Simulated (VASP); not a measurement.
# Si3N4 (P-43m) in VASP: notebook, part 2 of 2

VASP 6.6.1. The steps go on from the part before.

## (4) Single point, LDA

This run uses another cell than the first one, of 9.69 Å³/atom, 0.962 times its volume.

Input file INCAR:

```
  PREC = Accurate
  ENCUT = 520
  EDIFF = 1E-6
  ISMEAR = -1
  SIGMA = 0.05
  LREAL = False
  LASPH = True
  NELM = 80
  ALGO = Normal
  ISIF = 2
  LWAVE = False
  LCHARG = True
  GGA = CA
  LELF = True
  LVHAR = True
  NBANDS = 25
```

Input file KPOINTS:

```
regular mesh
0
Gamma
  6 6 6
```

Input file POSCAR:

```
Si3N4
1.0
    4.0779167614      0.0000000000      0.0000000000
    0.0000000000      4.0779167614      0.0000000000
    0.0000000000      0.0000000000      4.0779167614
Si N
3 4
Direct
    0.0000000000      0.0000000000      0.5000000000
    0.5000000000      0.0000000000      0.0000000000
    0.0000000000      0.5000000000      0.0000000000
    0.2398282189      0.2398282189      0.7601717811
    0.7601717811      0.7601717811      0.7601717811
    0.2398282189      0.7601717811      0.2398282189
    0.7601717811      0.2398282189      0.2398282189
```

Potentials or basis: VASP PAW LDA potentials, release 64 (Si, N).

Command:

```
> cat potpaw_LDA.64/Si/POTCAR potpaw_LDA.64/N/POTCAR > POTCAR
> mpirun -np 1 vasp_std > vasp.out
```

Run time: 34 s. Hardware: 1 thread of Intel Xeon 8259CL, shared host; peak memory 0.16 GiB.

The run converged. Its results:

```yaml
Free_energy: -61.5648 eV
Pressure: 0.4 GPa
Largest_force: 0.007 eV/Å
Band_gap_on_the_k_mesh: 2.63 eV, indirect (least direct gap 2.84 eV)
```

Forces in eV/Å, atoms in the order of the input:
```
Si   0.000  0.000  0.000
Si   0.000  0.000  0.000
Si   0.000  0.000  0.000
N    0.004  0.004 -0.004
N   -0.004 -0.004 -0.004
N    0.004 -0.004  0.004
N   -0.004  0.004  0.004
```

Levels at points of the mesh, in eV from the valence-band top:
```
           k point  band 14  band 15  band 16  band 17  band 18  band 19
(0.00, 0.00, 0.00)    -0.21    -0.21    -0.21     2.63     2.63     2.63
(0.50, 0.00, 0.00)    -2.47    -0.57    -0.57     4.94     5.71     5.71
(0.50, 0.50, 0.00)    -1.92    -0.27    -0.27     6.35     6.35     7.98
(0.50, 0.50, 0.50)     0.00     0.00     0.00     6.06     6.06     6.06
```

A k mesh can miss the band edges. LDA gaps usually lie below the measured ones, often by a third to a half.

## (5) Single point, PBEsol

This run uses another cell than the first one, of 9.88 Å³/atom, 0.981 times its volume.

Input file INCAR:

```
PREC = Accurate
ENCUT = 520
EDIFF = 1E-6
ISMEAR = -1
SIGMA = 0.05
LREAL = F
LASPH = T
NELM = 100
ALGO = Normal
ISIF = 2
LWAVE = F
LCHARG = T
GGA = PS
LELF = T
LVHAR = T
NBANDS = 25
```

Input file KPOINTS:

```
Automatic mesh
0
Gamma
  6 6 6
```

Input file POSCAR:

```
Si3N4
1.0
    4.1043589382      0.0000000000      0.0000000000
    0.0000000000      4.1043589382      0.0000000000
    0.0000000000      0.0000000000      4.1043589382
Si N
3 4
Direct
    0.0000000000      0.0000000000      0.5000000000
    0.5000000000      0.0000000000      0.0000000000
    0.0000000000      0.5000000000      0.0000000000
    0.2403843453      0.2403843453      0.7596156547
    0.7596156547      0.7596156547      0.7596156547
    0.2403843453      0.7596156547      0.2403843453
    0.7596156547      0.2403843453      0.2403843453
```

Potentials or basis: VASP PAW PBE potentials, release 64 (Si, N).

Command:

```
> cat potpaw_PBE.64/Si/POTCAR potpaw_PBE.64/N/POTCAR > POTCAR
> mpirun -np 1 vasp_std > vasp.out
```

It took 29 s on 1 thread of Intel Xeon 8259CL, shared host; peak memory 0.18 GiB.

It converged, with:

| Property | Result |
| --- | --- |
| Free energy | -58.5352 eV |
| Pressure | 0.3 GPa |
| Largest force | 0.003 eV/Å |
| Band gap on the k mesh | 2.59 eV, indirect (least direct gap 2.80 eV) |

Forces on the atoms (eV/Å):
```
Si   0.000  0.000  0.000
Si   0.000  0.000  0.000
Si   0.000  0.000  0.000
N   -0.002 -0.002  0.002
N    0.002  0.002  0.002
N   -0.002  0.002 -0.002
N    0.002 -0.002 -0.002
```

Levels at points of the mesh, in eV from the valence-band top:
```tsv
k point	band 12	band 13	band 14	band 15	band 16	band 17	band 18	band 19	band 20	band 21
(0.00, 0.00, 0.00)	-3.35	-3.35	-0.21	-0.21	-0.21	2.59	2.59	2.59	4.36	6.79
(0.50, 0.00, 0.00)	-3.37	-3.21	-2.40	-0.58	-0.58	4.85	5.68	5.68	5.81	8.54
(0.50, 0.50, 0.00)	-3.17	-2.48	-1.89	-0.26	-0.26	6.30	6.30	7.88	7.91	8.45
(0.50, 0.50, 0.50)	-2.75	-2.75	0.00	0.00	0.00	5.86	5.86	5.86	8.44	8.44
```

Caveat: the PAW data sets were made with another functional, which shifts forces and pressure a little.

## (6) Relaxation of cell and atoms, PBE

Input file INCAR:

```
PREC = Accurate
ENCUT = 600
EDIFF = 1E-6
ISMEAR = -1
SIGMA = 0.05
LREAL = F
LASPH = T
NELM = 100
ALGO = Normal
ISIF = 3
LWAVE = F
LCHARG = F
GGA = PE
IBRION = 2
NSW = 80
EDIFFG = -0.005
```

Input file KPOINTS:

```
regular mesh
0
Gamma
  6 6 6
```

Input file POSCAR:

```
Si3N4
1.0
    4.1307800000      0.0000000000      0.0000000000
    0.0000000000      4.1307800000      0.0000000000
    0.0000000000      0.0000000000      4.1307800000
Si N
3 4
Direct
    0.0000000000      0.0000000000      0.5000000000
    0.5000000000      0.0000000000      0.0000000000
    0.0000000000      0.5000000000      0.0000000000
    0.2395200000      0.2395200000      0.7604800000
    0.7604800000      0.7604800000      0.7604800000
    0.2395200000      0.7604800000      0.2395200000
    0.7604800000      0.2395200000      0.2395200000
```

Potentials or basis: VASP PAW PBE potentials, release 64 (Si, N).

Command:

```
> cat potpaw_PBE.64/Si/POTCAR potpaw_PBE.64/N/POTCAR > POTCAR
> mpirun -np 1 vasp_std > vasp.out
```

It took 88 s on 1 thread of Intel Xeon 8259CL, shared host; peak memory 0.21 GiB.

It converged, with:

```
Free energy                            : -55.5585 eV
Relaxed volume                         : 10.06 Å³/atom
Relaxed cell                           : a = 4.129 Å, b = 4.129 Å, c = 4.129 Å, α = 90.00°, β = 90.00°, γ = 90.00°
Space group after relaxing (to 0.05 Å) : P-43m (No. 215)
Energy gained by relaxing              : 0.0 meV/atom
Ionic steps                            : 3
Pressure after relaxing                : 0.0 GPa
Band gap on the k mesh                 : 2.72 eV, indirect (least direct gap 2.92 eV)
```

Forces in eV/Å, atoms in the order of the input:
```
Si   0.000  0.000  0.000
Si   0.000  0.000  0.000
Si   0.000  0.000  0.000
N    0.001  0.001 -0.001
N   -0.001 -0.001 -0.001
N    0.001 -0.001  0.001
N   -0.001  0.001  0.001
```

The path:
| step | energy change (eV) | largest force (eV/Å) | pressure (GPa) | volume (Å³) |
| --- | --- | --- | --- | --- |
| 1 | 0.0000 | 0.0151 | -0.34 | 70.48 |
| 2 | 0.0001 | 0.0266 | 0.48 | 70.27 |
| 3 | -0.0001 | 0.0021 | 0.00 | 70.39 |

Final structure:
```xyz
7
Lattice="4.1290 0.0000 0.0000 0.0000 4.1290 0.0000 0.0000 0.0000 4.1290" Properties=species:S:1:pos:R:3 pbc="T T T"
Si    0.0000    0.0000    2.0645
Si    2.0645    0.0000    0.0000
Si    0.0000    2.0645    0.0000
N     0.9888    0.9888    3.1402
N     3.1402    3.1402    3.1402
N     0.9888    3.1402    0.9888
N     3.1402    0.9888    0.9888
```

Levels at points of the mesh, in eV from the valence-band top:
```csv
k point,band 13,band 14,band 15,band 16,band 17,band 18,band 19,band 20
"(0.00, 0.00, 0.00)",-3.35,-0.20,-0.20,-0.20,2.72,2.72,2.72,4.21
"(0.50, 0.00, 0.00)",-3.18,-2.27,-0.54,-0.54,4.87,5.74,5.74,5.78
"(0.50, 0.50, 0.00)",-2.49,-1.78,-0.25,-0.25,6.28,6.28,7.91,7.91
"(0.50, 0.50, 0.50)",-2.75,0.00,0.00,0.00,5.73,5.73,5.73,8.41
```

## (7) Overview

| task | level | potentials or basis | cell | k mesh | cutoff (eV) | gap on the mesh (eV) | pressure (GPa) | relaxed volume (Å³/atom) | largest force (eV/Å) |
| --- | --- | --- | --- | --- | --- | --- | --- | --- | --- |
| relaxation of cell and atoms | LDA | VASP PAW LDA potentials, release 64 (Si, N) | relaxed from a = 4.131 Å, 7 atoms | 7 × 7 × 7 | 600 | 2.65 | 0.0 | 9.70 | - |
| relaxation of cell and atoms | r2SCAN | VASP PAW PBE potentials, release 64 (Si, N) | relaxed from a = 4.131 Å, 7 atoms | 7 × 7 × 7 | 600 | 3.34 | -0.1 | 9.86 | 0.01 |
| single point | LDA | VASP PAW LDA potentials, release 64 (Si, N) | a = 4.078 Å, 7 atoms | 6 × 6 × 6 | 520 | 2.63 | 0.4 | - | 0.01 |
| single point | PBEsol | VASP PAW PBE potentials, release 64 (Si, N) | a = 4.104 Å, 7 atoms | 6 × 6 × 6 | 520 | 2.59 | 0.3 | - | - |
| relaxation of cell and atoms | PBE | VASP PAW PBE potentials, release 64 (Si, N) | relaxed from a = 4.131 Å, 7 atoms | 6 × 6 × 6 | 600 | 2.72 | 0.0 | 10.06 | - |

Alike in all rows: no spin polarisation; smearing fermi-dirac 0.05 eV.

Caveats: the PAW data sets were made with another functional, which shifts forces and pressure a little (some runs).

Absolute energies hang on the potentials; compare differences alone.
